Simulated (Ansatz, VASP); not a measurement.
# Two plane-wave programs on InAs

```
In As
1.0
     0.00000    3.01297    3.01297
     3.01297    0.00000    3.01297
     3.01297    3.01297    0.00000
In As
1 1
Cartesian
  0.0000 0.0000 0.0000
  4.5195 4.5195 4.5195
```

Alike in both runs: functional LDA; k mesh 14 × 14 × 14; occupations fermi-dirac, width 0.08 eV; no spin polarisation.

Ansatz relaxed the structure, and its values are those at the end. VASP's run is a single point on that final structure, the one shown.

|  | VASP | Ansatz |
| --- | --- | --- |
| version | VASP 6.6.1 | Ansatz 0.2.0 |
| potentials or method | VASP PAW LDA potentials, release 64 (In_d, As) | PAW with Ansatz's default frozen-core files, scalar-relativistic |
| plane-wave cutoff (eV) | 520 | 420 |
| valence electrons in the cell | 18 | 28 |

```tsv
	VASP	Ansatz	Ansatz less VASP
pressure (GPa)	0.1	0.0	-0.14
```

LDA's correlation is that of Perdew and Zunger in VASP and of Perdew and Wang (1992) in Ansatz. VASP's potentials hold 18 valence electrons a cell and Ansatz's 28, so a difference there can come from the potentials and not from the codes.
